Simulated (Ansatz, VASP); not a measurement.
ScSbSe3 in VASP and in Ansatz

File INCAR:

```
SYSTEM = ScSbSe3
PREC = Accurate ; ENCUT = 600
EDIFF = 1E-7 ; ISMEAR = 0
SIGMA = 0.1 ; LREAL = .FALSE.
LASPH = .TRUE. ; NELM = 80
ALGO = Normal ; ISIF = 3
LWAVE = .FALSE. ; LCHARG = .FALSE.
GGA = PE ; IBRION = 2
NSW = 100 ; EDIFFG = -0.01
```

Contents of KPOINTS:

```
Automatic mesh
0
G
  8 8 8
  0 0 0
```

POSCAR

```
ScSbSe3
1.0
    5.0631845400      0.0000000000      0.0000000000
    0.0000000000      5.0631845400      0.0000000000
    0.0000000000      0.0000000000      5.0631845400
Sc Sb Se
1 1 3
Direct
    0.5000000000      0.5000000000      0.5000000000
    0.0000000000      0.0000000000      0.0000000000
    0.0000000000      0.5000000000      0.5000000000
    0.5000000000      0.0000000000      0.5000000000
    0.5000000000      0.5000000000      0.0000000000
```

Input for Ansatz:

```yaml
crystal:
  lattice:
    - [5.06318454, 0.0, 0.0]
    - [0.0, 5.06318454, 0.0]
    - [0.0, 0.0, 5.06318454]
  atoms:
    - { symbol: Sc, position: [0.5, 0.5, 0.5] }
    - { symbol: Sb, position: [0.0, 0.0, 0.0] }
    - { symbol: Se, position: [0.0, 0.5, 0.5] }
    - { symbol: Se, position: [0.5, 0.0, 0.5] }
    - { symbol: Se, position: [0.5, 0.5, 0.0] }
basis:
  ecutwfc: 420
kpoints:
  mp_grid: { grid: [8, 8, 8] }
hamiltonian:
  xc: pbe
scf:
  occupations: { method: gaussian, width: 0.1 }
output:
  forces: true
  stress: true
  eigenvalues: true
relax:
  adjacent_minimum: "off"
  f_tol: 0.01
  max_steps: 80
  cell: { stress_tol: 0.05 }
```

Change from the starting cell: species swapped into the TmBRh3 type (Pm-3m, No. 221).

Alike in both runs: task relaxation of cell and atoms; functional PBE; k mesh 8 × 8 × 8; occupations gaussian, width 0.1 eV; no spin polarisation.

|  | VASP | Ansatz |
| --- | --- | --- |
| version | VASP 6.6.1 | Ansatz 0.2.0 |
| potentials or method | VASP PAW PBE potentials, release 64 (Sc_sv, Sb, Se), cutoff 600 eV | scalar-relativistic, plane waves, PAW |
| valence electrons in the cell | 34 | 74 |

|  | VASP | Ansatz | Ansatz less VASP |
| --- | --- | --- | --- |
| gap on the k mesh at the Fermi level, each at its own relaxed structure (eV) | none | none | - |
| relaxed volume (Å³/atom) | 27.00 | 26.95 | -0.048 |
| relaxed cell length with the largest relative difference (Å) | 5.130 | 5.127 | -0.0030 |

A gap of «none» marks a metal or a gap that the smearing closes. VASP's potentials hold 34 valence electrons a cell and Ansatz's 74, so a difference there can come from the potentials and not from the codes.

Spin-orbit coupling is off throughout.
